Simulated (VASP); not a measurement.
Set up this calculation in VASP 6.6.1, as the native input.

```yaml
Task: single point
Functional: LDA
Potentials_or_basis: VASP PAW LDA potentials, release 64 (Br)
Cutoff: 520 eV
k_mesh: 12 × 12 × 12
Occupations: fermi-dirac, width 0.1 eV
Spin: no spin polarisation
Dipole_correction: no
Further_INCAR_settings: ALGO = Normal; EDIFF = 1e-06; NBANDS = 10
```

The structure of Br lies in POSCAR:

```
Br
1.0
    2.4898439098      0.0000000000      0.0000000000
    0.0000000000      2.4898439098      0.0000000000
    0.0000000000      0.0000000000      2.4898439098
Br
1
Direct
    0.0000000000      0.0000000000      0.0000000000
```

This cell differs from its parent crystal: volume scaled by 0.58.

One way to write it, as run:

INCAR

```
PREC = Accurate
ENCUT = 520
EDIFF = 1E-6
ISMEAR = -1
SIGMA = 0.1
LREAL = F
LASPH = T
NELM = 100
ALGO = Normal
ISIF = 2
LWAVE = F
LCHARG = T
LELF = T
LVHAR = T
NBANDS = 10
```

KPOINTS

```
Automatic mesh
0
Gamma
  12 12 12
```

Potentials or basis: VASP PAW LDA potentials, release 64 (Br).

Command:

```sh
$ cat potpaw_LDA.64/Br/POTCAR > POTCAR
$ mpirun -np 1 vasp_std > vasp.out
```

It gave:

```
Pressure : 91.2 GPa
```

Caveat: an odd number of electrons without spin polarisation forces a metal; a magnetic or distorted state may lie lower.

Wall time 6.3 s on 1 thread of Intel(R) Xeon(R) Platinum 8488C (Sapphire Rapids) (shared host), peak memory 0.12 GiB.
